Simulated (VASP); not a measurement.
# ZrInS3 (P4/mmm) in VASP: a series of runs, part 2 of 3

VASP 6.6.1. Earlier steps stand in the parts before.

**3. Single point, PBE**

This run uses another cell than the first one, of 26.10 Å³/atom.

INCAR reads:

```
SYSTEM = ZrInS3
ALGO = Normal
EDIFF = 1E-6
ENCUT = 520
GGA = PE
ISIF = 2
ISMEAR = 0
LASPH = .True.
LCHARG = .True.
LELF = .True.
LREAL = .False.
LVHAR = .True.
LWAVE = .False.
NBANDS = 30
NELM = 60
PREC = Accurate
SIGMA = 0.1
```

KPOINTS reads:

```
k-points
0
Gamma
  4 4 2
  0 0 0
```

POSCAR reads:

```
ZrInS3
1.0
    3.9371821500      0.0000000000      0.0000000000
    0.0000000000      3.9371821500      0.0000000000
    0.0000000000      0.0000000000      8.4200164200
Zr In S
1 1 3
Direct
    0.5000000000      0.5000000000      0.0000000000
    0.5000000000      0.5000000000      0.5000000000
    0.0000000000      0.0000000000      0.2860054800
    0.0000000000      0.0000000000      0.7139945200
    0.0000000000      0.0000000000      0.5000000000
```

Potentials or basis: VASP PAW PBE potentials, release 64 (Zr_sv, In_d, S).

Started as:

```sh
$ cat potpaw_PBE.64/Zr_sv/POTCAR potpaw_PBE.64/In_d/POTCAR potpaw_PBE.64/S/POTCAR > POTCAR
$ mpirun -np 1 vasp_std > vasp.out
```

OUTCAR:

```text
SYSTEM = ZrInS3
   EDIFF = 1E-6
   ENCUT = 520
   GGA = PE
   ISIF = 2
   ISMEAR = 0
   LASPH = .True.
   LREAL = .False.
   NELM = 60
   PREC = Accurate

 ion  position               nearest neighbor table
   1  0.500  0.500  0.000-
   2  0.500  0.500  0.500-   5 2.78   5 2.78   5 2.78   5 2.78   4 3.32   4 3.32   3 3.32   4 3.32
                             3 3.32   3 3.32   4 3.32   3 3.32
   3  0.000  0.000  0.286-   5 1.80   2 3.32   2 3.32   2 3.32   2 3.32
[... 588 lines left out ...]
  --------------------------------------------------------------------------------------
  -------------------------------------------------------------------------------------
  Total       -3.0170277     -3.0170277     27.0201009      0.0000000      0.0000000      0.0000000
  in kB      -37.0344519    -37.0344519    331.6756548      0.0000000      0.0000000      0.0000000
  external PRESSURE =      85.8689170 kB  Pullay stress =       0.0000000 kB

 VOLUME and BASIS-vectors are now :
 -----------------------------------------------------------------------------
  energy-cutoff  :      520.00
  volume of cell :      130.52
      direct lattice vectors                 reciprocal lattice vectors
     3.937182150  0.000000000  0.000000000     0.253988757  0.000000000  0.000000000
     0.000000000  3.937182150  0.000000000     0.000000000  0.253988757  0.000000000
     0.000000000  0.000000000  8.420016420     0.000000000  0.000000000  0.118764614

 POSITION                                       TOTAL-FORCE (eV/Angst)
 -----------------------------------------------------------------------------------
      1.96859      1.96859      0.00000         0.000000     -0.000000      0.000000
      1.96859      1.96859      4.21001         0.000000     -0.000000      0.000000
      0.00000      0.00000      2.40817        -0.000000      0.000000    -10.809457
      0.00000      0.00000      6.01185         0.000000      0.000000     10.809457
      0.00000      0.00000      4.21001         0.000000     -0.000000      0.000000
 -----------------------------------------------------------------------------------
    total drift:                                0.000000      0.000000      0.000000

  FREE ENERGIE OF THE ION-ELECTRON SYSTEM (eV)
  ---------------------------------------------------
  free  energy   TOTEN  =       -16.9786503965 eV

  energy  without entropy=      -16.9382978855  energy(sigma->0) =      -16.95847414
```

OSZICAR:

```text
N       E                     dE             d eps       ncg     rms          rms(c)
DAV:   1     0.415968668236E+03    0.41597E+03   -0.19570E+04   720   0.143E+03
DAV:   2     0.338202322133E+02   -0.38215E+03   -0.36671E+03   746   0.381E+02
DAV:   3    -0.174758701571E+02   -0.51296E+02   -0.48337E+02  1146   0.130E+02
DAV:   4    -0.209333603997E+02   -0.34575E+01   -0.34025E+01  1000   0.288E+01
DAV:   5    -0.211354243836E+02   -0.20206E+00   -0.20168E+00  1160   0.605E+00    0.395E+01
DAV:   6    -0.217079700399E+02   -0.57255E+00   -0.63359E+01   860   0.158E+01    0.174E+01
DAV:   7    -0.194634374093E+02    0.22445E+01   -0.40998E+01   856   0.175E+01    0.162E+01
DAV:   8    -0.170559421173E+02    0.24075E+01   -0.50884E+00   814   0.650E+00    0.411E+00
DAV:   9    -0.170060053976E+02    0.49937E-01   -0.41596E-01   932   0.242E+00    0.181E+00
DAV:  10    -0.170040121000E+02    0.19933E-02   -0.19814E-01  1018   0.159E+00    0.113E+00
DAV:  11    -0.169806167061E+02    0.23395E-01   -0.10600E-01   942   0.777E-01    0.565E-01
DAV:  12    -0.169793248408E+02    0.12919E-02   -0.84669E-03   880   0.422E-01    0.217E-01
DAV:  13    -0.169788467144E+02    0.47813E-03   -0.24026E-03   842   0.186E-01    0.127E-01
DAV:  14    -0.169786748494E+02    0.17186E-03   -0.22948E-04   982   0.760E-02    0.506E-02
DAV:  15    -0.169786503063E+02    0.24543E-04   -0.57138E-05   932   0.290E-02    0.144E-02
DAV:  16    -0.169786503965E+02   -0.90191E-07   -0.54613E-06   864   0.148E-02
   1 F= -.16978650E+02 E0= -.16958474E+02  d E =-.403525E-01
```

Run time: 2.9 min. Hardware: 1 thread of Intel Xeon 8259CL, shared host; peak memory 0.24 GiB.

Results:

```yaml
Free_energy: -16.9787 eV
Pressure: 8.6 GPa
Largest_force: 10.809 eV/Å
Band_gap_on_the_k_mesh: zero (an odd number of electrons rules out a gap without spin polarisation)
```

Forces in eV/Å, atoms in the order of the input:
```
Zr    0.000   0.000   0.000
In    0.000   0.000   0.000
S     0.000   0.000 -10.809
S     0.000   0.000  10.809
S     0.000   0.000   0.000
```

Levels at points of the mesh, in eV from the Fermi level:
| k point | band 18 | band 19 | band 20 | band 21 | band 22 | band 23 | band 24 | band 25 | band 26 | band 27 |
| --- | --- | --- | --- | --- | --- | --- | --- | --- | --- | --- |
| (0.00, 0.00, 0.00) | -2.93 | -2.25 | -0.69 | 0.04 | 0.04 | 0.39 | 0.67 | 0.98 | 0.98 | 1.42 |
| (0.50, 0.00, 0.00) | -2.49 | -1.35 | -0.39 | -0.27 | -0.07 | 0.29 | 0.90 | 0.91 | 1.32 | 1.58 |
| (0.50, 0.50, 0.00) | -4.12 | -1.37 | -1.37 | -1.21 | 0.32 | 0.32 | 0.45 | 0.97 | 1.43 | 1.91 |
| (0.00, 0.00, 0.50) | -2.89 | -1.46 | -0.69 | -0.37 | -0.29 | -0.29 | 0.43 | 1.42 | 1.44 | 1.44 |
| (0.50, 0.00, 0.50) | -1.70 | -1.32 | -0.89 | 0.05 | 0.43 | 0.58 | 0.58 | 0.77 | 0.87 | 1.75 |
| (0.50, 0.50, 0.50) | -4.05 | -1.71 | -1.71 | -0.42 | -0.26 | 0.40 | 1.14 | 1.14 | 1.91 | 2.30 |

Caveat: the k points lie up to 0.40 Å⁻¹ apart, too coarse for converged energies and pressures of a metal; spin-orbit coupling is left out, which moves the levels of the heavy elements; forces of over 1 eV/Å act on the atoms, so gaps and moduli don't describe the material at rest.

**4. Single point, PBE**

This run uses another cell than the first one, of 26.33 Å³/atom.

INCAR reads:

```
SYSTEM = ZrInS3
PREC     = Accurate       ! precision mode
ENCUT    = 520            ! plane-wave cutoff, eV
EDIFF    = 1E-7           ! SCF threshold, eV
ISMEAR   = 0              ! smearing method
SIGMA    = 0.1            ! smearing width, eV
LREAL    = .False.        ! projectors in reciprocal space
LASPH    = .True.         ! aspherical terms in the spheres
NELM     = 100            ! most SCF steps
ALGO     = Normal         ! electronic algorithm
ISIF     = 2              ! what is computed and relaxed
LWAVE    = .False.        ! write WAVECAR
LCHARG   = .False.        ! write CHGCAR
GGA      = PE             ! functional
NBANDS   = 30             ! bands
```

KPOINTS reads:

```
Automatic mesh
0
Gamma
  6 6 2
  0 0 0
```

POSCAR reads:

```
ZrInS3
1.0
    3.4940104042      0.0000000000      0.0000000000
    0.0000000000      3.4940104042      0.0000000000
    0.0000000000      0.0000000000     10.7820072389
Zr In S
1 1 3
Direct
    0.5000000000      0.5000000000      0.0000000000
    0.5000000000      0.5000000000      0.5000000000
    0.0000000000      0.0000000000      0.1328772403
    0.0000000000      0.0000000000      0.8671227597
    0.0000000000      0.0000000000      0.5000000000
```

Potentials or basis: VASP PAW PBE potentials, release 64 (Zr_sv, In_d, S).

Started as:

```sh
$ cat potpaw_PBE.64/Zr_sv/POTCAR potpaw_PBE.64/In_d/POTCAR potpaw_PBE.64/S/POTCAR > POTCAR
$ mpirun -np 1 vasp_std > vasp.out
```

OUTCAR:

```text
SYSTEM = ZrInS3
   PREC = Accurate
   ENCUT = 520
   EDIFF = 1E-7
   ISMEAR = 0
   LREAL = .False.
   LASPH = .True.
   NELM = 100
   ISIF = 2
   GGA = PE

 ion  position               nearest neighbor table
   1  0.500  0.500  0.000-   3 2.86   4 2.86   3 2.86   4 2.86   3 2.86   4 2.86   3 2.86   4 2.86

   2  0.500  0.500  0.500-   5 2.47   5 2.47   5 2.47   5 2.47
   3  0.000  0.000  0.133-   1 2.86   1 2.86   1 2.86   1 2.86
   4  0.000  0.000  0.867-   1 2.86   1 2.86   1 2.86   1 2.86
   5  0.000  0.000  0.500-   2 2.47   2 2.47   2 2.47   2 2.47

  LATTYP: Found a simple tetragonal cell.
 ALAT       =     3.4940104042
 C/A-ratio  =     3.0858543598

  Lattice vectors:

 A1 = (   3.4940104042,   0.0000000000,   0.0000000000)
 A2 = (   0.0000000000,   3.4940104042,   0.0000000000)
 A3 = (   0.0000000000,   0.0000000000,  10.7820072389)

Analysis of symmetry for initial positions (statically):
=====================================================================
 Subroutine PRICEL returns:
 Original cell was already a primitive cell.

 Routine SETGRP: Setting up the symmetry group for a
 simple tetragonal supercell.

 Subroutine GETGRP returns: Found 16 space group operations
 (whereof 16 operations were pure point group operations)
 out of a pool of 16 trial point group operations.

The static configuration has the point symmetry D_4h.

Analysis of symmetry for dynamics (positions and initial velocities):
=====================================================================
 Subroutine PRICEL returns:
 Original cell was already a primitive cell.

 Routine SETGRP: Setting up the symmetry group for a
 simple tetragonal supercell.

 Subroutine GETGRP returns: Found 16 space group operations
 (whereof 16 operations were pure point group operations)
 out of a pool of 16 trial point group operations.

The dynamic configuration has the point symmetry D_4h.

 Subroutine INISYM returns: Found 16 space group operations
 (whereof 16 operations are pure point group operations),
 and found     1 'primitive' translations

----------------------------------------------------------------------------------------

                                     Primitive cell

  volume of cell :     131.6279

  direct lattice vectors                    reciprocal lattice vectors
     3.494010404  0.000000000  0.000000000     0.286204070  0.000000000  0.000000000
     0.000000000  3.494010404  0.000000000     0.000000000  0.286204070  0.000000000
     0.000000000  0.000000000 10.782007239     0.000000000  0.000000000  0.092747109

  length of vectors
     3.494010404  3.494010404 10.782007239     0.286204070  0.286204070  0.092747109

  position of ions in fractional coordinates (direct lattice)
     0.500000000  0.500000000  0.000000000
     0.500000000  0.500000000  0.500000000
     0.000000000  0.000000000  0.132877240
     0.000000000  0.000000000  0.867122760
     0.000000000  0.000000000  0.500000000

  ion indices of the primitive-cell ions
   primitive index   ion index
                 1           1
                 2           2
                 3           3
                 4           4
                 5           5

[... 22 lines left out ...]
 ===========================================

 Found     20 irreducible k-points:

 Following reciprocal coordinates:
            Coordinates               Weight
  0.000000  0.000000  0.000000      1.000000
  0.166667  0.000000  0.000000      4.000000
  0.333333  0.000000  0.000000      4.000000
  0.500000  0.000000  0.000000      2.000000
  0.166667  0.166667  0.000000      4.000000
  0.333333  0.166667  0.000000      8.000000
[... 12 lines left out ...]
  0.500000  0.333333  0.500000      4.000000
  0.500000  0.500000  0.500000      1.000000
   k-points           NKPTS =     20   k-points in BZ     NKDIM =     20   number of bands    NBANDS=     30
   number of dos      NEDOS =    301   number of ions     NIONS =      5
   total plane-waves  NPLWV =  62720
   dimension x,y,z NGX =    28 NGY =   28 NGZ =   80
   dimension x,y,z NGXF=    56 NGYF=   56 NGZF=  160
   ions per type =               1   1   3
   NGX,Y,Z   is equivalent  to a cutoff of  13.32, 13.32, 12.34 a.u.
   NGXF,Y,Z  is equivalent  to a cutoff of  26.64, 26.64, 24.67 a.u.
 SYSTEM =  ZrInS3
   PREC   = accura    normal or accurate (medium, high low for compatibility)
   ISTART =      0    job   : 0-new  1-cont  2-samecut
   ICHARG =      2    charge: 1-file 2-atom 10-const
   ISPIN  =      1    spin polarized calculation?
   LNONCOLLINEAR =      F non collinear calculations
   LSORBIT =      F    spin-orbit coupling
   LASPH  =      T    aspherical Exc in radial PAW
   ENCUT  =  520.0 eV  38.22 Ry    6.18 a.u.   6.50  6.50 20.05*2*pi/ulx,y,z
   NELM   =    100;   NELMIN=  2; NELMDL= -5     # of ELM steps
   EDIFF  = 0.1E-06   stopping-criterion for ELM
   LREAL  =      F    real-space projection
   EDIFFG = 0.1E-05   stopping-criterion for IOM
   NSW    =      0    number of steps for IOM
   IBRION =     -1    ionic relax: 0-MD 1-quasi-New 2-CG
   NFREE  =      0    steps in history (QN), initial steepest desc. (CG)
   ISIF   =      2    stress and relaxation
   ISYM   =      2    0-nonsym 1-usesym 2-fastsym
   POTIM  = 0.5000    time-step for ionic-motion
   TEBEG  =    0.0;   TEEND  =   0.0 temperature during run
   PSTRESS=    0.0 pullay stress
   NELECT =      43.0000    total number of electrons
   NUPDOWN=      -1.0000    fix difference up-down
   EMIN   =  10.00;   EMAX   =-10.00  energy-range for DOS
   EFERMI =   0.00;   METHOD = LEGACY
   ISMEAR =     0;   SIGMA  =   0.10  broadening in eV -4-tet -1-fermi 0-gaus
   EFERMI_NEDOS =   21; number of points for ismear=-14 and -15
   IALGO  =     38    algorithm
   IMIX   =      4    mixing-type and parameters
     AMIX     =   0.40;   BMIX     =  1.00
     AMIX_MAG =   1.60;   BMIX_MAG =  1.00
  volume/ion in A,a.u.               =      26.33       177.65
  Fermi-wavevector in a.u.,A,eV,Ry     =   1.127496  2.130658 17.296366  1.271247
  Thomas-Fermi vector in A             =   2.264182
   LORBIT       =      0    0 simple, 1 ext, 2 COOP (PROOUT), +10 PAW based schemes
   GGA     = PE    functional components
   LHFCALC =     F    Hartree Fock is set to
   AEXX    =    0.0000 exact exchange contribution
   IVDW    =     0    specifies the selected vdW correction
   LEPSILON=     F    determine dielectric tensor
   LRPA    =     F    only Hartree local field effects (RPA)
 non-spin polarized calculation
 Gauss-broadening in eV      SIGMA  =   0.10
  energy-cutoff  :      520.00
  volume of cell :      131.63
 maximum number of plane-waves:      3600
 NGX is ok and might be reduce to    28
   NGX = 13   NGY = 13   NGZ = 41

 number of electron      43.0000009 magnetization

 Free energy of the ion-electron system (eV)
  ---------------------------------------------------
  ext. energy  EPLUGINS =         0.00000000
  ---------------------------------------------------
  free energy    TOTEN  =       -26.36883889 eV

  energy without entropy =      -26.35609580  energy(sigma->0) =      -26.36246734

 E-fermi :   4.7786     XC(G=0):  -8.8454

 val. band max:        4.7449015644   @ k =   0.1667   0.0000   0.5000
 cond. band min:       4.8261094962   @ k =   0.3333   0.0000   0.5000
 fundamental gap:      0.0812079318
 Fermi energy:         4.7786106533

 k-point     1 :       0.0000    0.0000    0.0000
  band No.  band energies     occupation
      1     -45.2928      2.00000
      2     -23.3371      2.00000
      3     -23.0761      2.00000
      4     -23.0761      2.00000
      5     -11.7781      2.00000
      6     -10.8461      2.00000
[... 649 lines left out ...]
     29       9.6211      0.00000
     30       9.6699      0.00000

------------------------ aborting loop because EDIFF is reached ----------------------------------------

  FORCE on cell =-STRESS in cart. coord.  units (eV):
  Direction    XX          YY          ZZ          XY          YZ          ZX
  --------------------------------------------------------------------------------------
  -------------------------------------------------------------------------------------
  Total       -0.0928280     -0.0928280      0.0176563      0.0000000      0.0000000     -0.0000000
  in kB       -1.1299039     -1.1299039      0.2149128      0.0000000      0.0000000     -0.0000000
  external PRESSURE =      -0.6816317 kB  Pullay stress =       0.0000000 kB

 VOLUME and BASIS-vectors are now :
 -----------------------------------------------------------------------------
  energy-cutoff  :      520.00
  volume of cell :      131.63
      direct lattice vectors                 reciprocal lattice vectors
     3.494010404  0.000000000  0.000000000     0.286204070  0.000000000  0.000000000
     0.000000000  3.494010404  0.000000000     0.000000000  0.286204070  0.000000000
     0.000000000  0.000000000 10.782007239     0.000000000  0.000000000  0.092747109

 POSITION                                       TOTAL-FORCE (eV/Angst)
 -----------------------------------------------------------------------------------
      1.74701      1.74701      0.00000         0.000000     -0.000000      0.000000
      1.74701      1.74701      5.39100         0.000000     -0.000000      0.000000
      0.00000      0.00000      1.43268         0.000000      0.000000     -0.001999
      0.00000      0.00000      9.34932         0.000000     -0.000000      0.001999
      0.00000      0.00000      5.39100         0.000000     -0.000000      0.000000
 -----------------------------------------------------------------------------------
    total drift:                                0.000000      0.000000      0.000000

  FREE ENERGIE OF THE ION-ELECTRON SYSTEM (eV)
  ---------------------------------------------------
  free  energy   TOTEN  =       -26.3688388895 eV

  energy  without entropy=      -26.3560957959  energy(sigma->0) =      -26.36246734
```

Run time: 5 min. Hardware: 1 thread of Intel Xeon 8259CL, shared host; peak memory 0.28 GiB.

Results:

```yaml
Free_energy: -26.3688 eV
Pressure: -0.1 GPa
Band_gap_on_the_k_mesh: zero (an odd number of electrons rules out a gap without spin polarisation)
```

Caveat: spin-orbit coupling is left out, which moves the levels of the heavy elements; this functional lacks dispersion, which binds layers or chains, so the pressure and a relaxed spacing across them are unreliable.

**5. Single point, PBE**

This run uses another cell than the first one, of 26.28 Å³/atom.

INCAR reads:

```
SYSTEM = ZrInS3
  PREC = Accurate
  ENCUT = 520
  EDIFF = 1E-7
  ISMEAR = 0
  SIGMA = 0.1
  LREAL = .FALSE.
  LASPH = .TRUE.
  NELM = 80
  ALGO = Normal
  ISIF = 2
  LWAVE = .FALSE.
  LCHARG = .TRUE.
  GGA = PE
  LELF = .TRUE.
  LVHAR = .TRUE.
  NBANDS = 30
```

KPOINTS reads:

```
regular mesh
0
G
  10 10 4
  0 0 0
```

POSCAR reads:

```
ZrInS3
1.0
    3.4887906768      0.0000000000      0.0000000000
    0.0000000000      3.4887906768      0.0000000000
    0.0000000000      0.0000000000     10.7942948985
Zr In S
1 1 3
Direct
    0.5000000000      0.5000000000      0.0000000000
    0.5000000000      0.5000000000      0.5000000000
    0.0000000000      0.0000000000      0.1326411895
    0.0000000000      0.0000000000      0.8673588105
    0.0000000000      0.0000000000      0.5000000000
```

Started as:

```sh
$ cat potpaw_PBE.64/Zr_sv/POTCAR potpaw_PBE.64/In_d/POTCAR potpaw_PBE.64/S/POTCAR > POTCAR
$ mpirun -np 1 vasp_std > vasp.out
```

It took 13 min on 1 thread of Intel Xeon 8259CL, shared host; peak memory 0.4 GiB.

It converged, with:

```
Free energy            : -26.3347 eV
Pressure               : 0.0 GPa
Band gap on the k mesh : zero (an odd number of electrons rules out a gap without spin polarisation)
```

Forces in eV/Å, atoms in the order of the input:
```
Zr   0.000  0.000  0.000
In   0.000  0.000  0.000
S    0.000  0.000  0.002
S    0.000  0.000 -0.002
S    0.000  0.000  0.000
```

Levels at points of the mesh, in eV from the Fermi level:
```csv
k point,band 17,band 18,band 19,band 20,band 21,band 22,band 23,band 24,band 25,band 26
"(0.00, 0.00, 0.00)",-1.69,-1.69,-1.67,-1.38,-1.27,-1.27,-0.55,1.45,2.02,3.60
"(0.50, 0.00, 0.00)",-3.09,-2.50,-1.94,-0.81,-0.27,-0.14,0.70,1.38,2.46,2.60
"(0.50, 0.50, 0.00)",-3.83,-3.64,-3.64,-3.53,-2.70,0.33,0.96,3.06,3.52,3.64
"(0.00, 0.00, 0.50)",-1.78,-1.69,-1.69,-1.38,-1.27,-1.27,-0.67,1.48,2.02,3.34
"(0.50, 0.00, 0.50)",-2.68,-2.50,-1.94,-0.96,-0.27,-0.26,0.83,1.38,2.33,2.69
"(0.50, 0.50, 0.50)",-3.83,-3.64,-3.64,-3.61,-2.56,0.22,0.92,3.27,3.52,3.73
```

Caveat: spin-orbit coupling is left out, which moves the levels of the heavy elements; this functional lacks dispersion, which binds layers or chains, so the pressure and a relaxed spacing across them are unreliable.

(Part 2 of 3 ends here.)

The gap in the log of VASP goes by the Fermi energy; the results here count the filled bands.